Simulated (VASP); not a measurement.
Here is a VASP 6.6.1 calculation.

The input INCAR:

```
ALGO = Normal
EDIFF = 1E-7
ENCUT = 520
GGA = PE
ISIF = 2
ISMEAR = 0
LASPH = True
LCHARG = True
LELF = True
LREAL = False
LVHAR = True
LWAVE = False
NBANDS = 76
NELM = 80
PREC = Accurate
SIGMA = 0.2
```

Contents of KPOINTS:

```
k-points
0
Gamma
  3 3 3
```

POSCAR

```
Ga3O4
1.0
    0.0000000000      4.3000000000      4.3000000000
    4.3000000000      0.0000000000      4.3000000000
    4.3000000000      4.3000000000      0.0000000000
Ga O
6 8
Direct
    0.7500000000      0.7500000000      0.7500000000
    0.5000000000      0.5000000000      0.5000000000
    0.1250000000      0.6250000000      0.1250000000
    0.1250000000      0.1250000000      0.6250000000
    0.1250000000      0.1250000000      0.1250000000
    0.6250000000      0.1250000000      0.1250000000
    0.8875000000      0.8875000000      0.8875000000
    0.3625000000      0.3625000000      0.3625000000
    0.3625000000      0.9125000000      0.3625000000
    0.9125000000      0.3625000000      0.3625000000
    0.8875000000      0.3375000000      0.8875000000
    0.3375000000      0.8875000000      0.8875000000
    0.8875000000      0.8875000000      0.3375000000
    0.3625000000      0.3625000000      0.9125000000
```

Potentials or basis: VASP PAW PBE potentials, release 64 (Ga_d, O).

The run is started by

```console
$ cat potpaw_PBE.64/Ga_d/POTCAR potpaw_PBE.64/O/POTCAR > POTCAR
$ mpirun -np 1 vasp_std > vasp.out
```

(1) What does it give for the largest force?

(2) What does it give for the band gap on the k mesh?

## Answers

(1) 0.026 eV/Å.

(2) zero (bands 63 and 64 overlap by 0.82 eV).

Caveat: the k points lie up to 0.42 Å⁻¹ apart, too coarse for converged energies and pressures of a metal.
